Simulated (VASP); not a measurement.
A run of VASP 6.6.1 is set up as follows.

INCAR

```
SYSTEM = S
PREC = Accurate
ENCUT = 520
EDIFF = 1E-6
ISMEAR = 0
SIGMA = 0.1
LREAL = .False.
LASPH = .True.
NELM = 60
ALGO = Normal
ISIF = 2
LWAVE = .False.
LCHARG = .False.
GGA = PS
NBANDS = 16
```

Contents of KPOINTS:

```
Automatic mesh
0
Gamma
  6 6 6
  0 0 0
```

POSCAR

```
S
1.0
    5.9964456242      0.0000000000      0.0000000000
   -2.9982228121      5.1930742430      0.0000000000
    0.0000000000      0.0000000000      2.1079535342
S
3
Direct
    0.0000000000      0.0000000000      0.0000000000
    0.3333333333      0.6666666667      0.5000000000
    0.6666666667      0.3333333333      0.5000000000
```

Potentials or basis: VASP PAW PBE potentials, release 64 (S).

Command:

```sh
$ cat potpaw_PBE.64/S/POTCAR > POTCAR
$ mpirun -np 1 vasp_std > vasp.out
```

Task: Predict the band gap on the k mesh.

Result: Zero (band 9 reaches 4.58 eV, above the bottom of band 10 at 1.87 eV).

Task: What does it give for the pressure?

Result: 0.1 GPa.

Stress tensor (GPa, compression positive):
```
0.03 0.00 0.00
0.00 0.03 0.00
0.00 0.00 0.36
```

Caveat: the k points lie up to 0.50 Å⁻¹ apart; the PAW data sets were made with another functional, which shifts forces and pressure a little.
